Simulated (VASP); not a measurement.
A run of VASP 6.6.1 is set up as follows.

The input INCAR:

```
SYSTEM = Sc
ALGO = Fast
EDIFF = 1E-7
ENCUT = 520
GGA = PE
ISIF = 2
ISMEAR = 0
LASPH = .True.
LCHARG = .False.
LREAL = .False.
LWAVE = .False.
NBANDS = 18
NELM = 100
PREC = Accurate
SIGMA = 0.1
```

Contents of KPOINTS:

```
k-points
0
Gamma
  14 14 10
  0 0 0
```

Contents of POSCAR:

```
Sc
1.0
    3.2349263507      0.0000000000      0.0000000000
    0.0000000000      3.2349263507      0.0000000000
    0.0000000000      0.0000000000      4.6448103476
Sc
2
Direct
    0.0000000000      0.0000000000      0.0000000000
    0.5000000000      0.5000000000      0.5000000000
```

Potentials or basis: VASP PAW PBE potentials, release 64 (Sc_sv).

Command:

```sh
$ cat potpaw_PBE.64/Sc_sv/POTCAR > POTCAR
$ mpirun -np 1 vasp_std > vasp.out
```

Predict the band gap on the k mesh.

zero (bands 11 and 12 overlap by 1.02 eV).

Estimate the pressure.

0.8 GPa.

Stress tensor (GPa, compression positive):
```
0.90 0.00 0.00
0.00 0.90 0.00
0.00 0.00 0.50
```

Caveat: the cell differs from its parent crystal (biaxial strain in the a-b plane: -1.0 %).
